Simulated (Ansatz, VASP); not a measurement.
# Two plane-wave programs on PtSe2

File INCAR:

```
PREC     = Accurate       # precision mode
ENCUT    = 520            # plane-wave cutoff, eV
EDIFF    = 1E-6           # SCF threshold, eV
ISMEAR   = 0              # smearing method
SIGMA    = 0.15           # smearing width, eV
LREAL    = F              # projectors in reciprocal space
LASPH    = T              # aspherical terms in the spheres
NELM     = 100            # most SCF steps
ALGO     = Normal         # electronic algorithm
ISIF     = 2              # what is computed and relaxed
LWAVE    = F              # write WAVECAR
LCHARG   = F              # write CHGCAR
GGA      = PS             # functional
IVDW     = 12             # dispersion correction
NBANDS   = 18             # bands
```

Contents of KPOINTS:

```
regular mesh
0
Gamma
  12 12 8
```

The input POSCAR:

```
PtSe2
1.0
    4.0192794499      0.0000000000      0.0000000000
   -2.0096397250      3.7236444882      0.0000000000
    0.0000000000      0.0000000000      4.6296715343
Pt Se
1 2
Direct
    0.0000000000      0.0000000000      0.0000000000
    0.3333333333      0.6666666667      0.2721511594
    0.6666666667      0.3333333333      0.7278488406
```

Input for Ansatz:

```yaml
crystal:
  lattice:
    - [4.0192794499, 0.0, 0.0]
    - [-2.009639725, 3.7236444882, 0.0]
    - [0.0, 0.0, 4.6296715343]
  atoms:
    - { symbol: Pt, position: [0.0, 0.0, 0.0] }
    - { symbol: Se, position: [0.3333333333, 0.6666666667, 0.2721511594] }
    - { symbol: Se, position: [0.6666666667, 0.3333333333, 0.7278488406] }
basis:
  ecutwfc: 420
kpoints:
  mp_grid: { grid: [12, 12, 8] }
hamiltonian:
  xc: pbesol
  pseudopotentials: { kind: paw, azcp: { folder: soft_1 } }
  dispersion: d3bj
scf:
  occupations: { method: gaussian, width: 0.15 }
output:
  forces: true
  stress: true
  eigenvalues: true
```

Change from the starting cell: normal strain along x +0.0750, normal strain along y +0.1500.

Alike in both runs: task single point; functional PBEsol; dispersion D3(BJ); k mesh 12 × 12 × 8; occupations gaussian, width 0.15 eV; no spin polarisation.

```csv
,VASP,Ansatz
version,VASP 6.6.1,Ansatz 0.2.0
potentials or method,"VASP PAW PBE potentials, release 64 (Pt, Se), cutoff 520 eV","scalar-relativistic, plane waves, PAW"
valence electrons in the cell,22,50
```

VASP gave:

* gap on the k mesh at the Fermi level (eV): none
* pressure (GPa): -19.3
* traceless stress, the component that is largest in VASP (GPa): 7.69
* rms of the force components (eV/Å): 0.583

Problem. What did Ansatz give for the same quantities?

Solution. gap on the k mesh at the Fermi level (eV): none; pressure (GPa): -19.3; traceless stress, the component that is largest in VASP (GPa): 7.69; rms of the force components (eV/Å): 0.586.

VASP's potentials were made for PBE, not for PBEsol, and Ansatz warns of the same on its side. Atom by atom the forces differ by 0.003 eV/Å (rms over components). A gap of «none» marks a metal or a gap that the smearing closes. VASP's potentials hold 22 valence electrons a cell and Ansatz's 50, so a difference there can come from the potentials and not from the codes.

Spin-orbit coupling is off throughout.
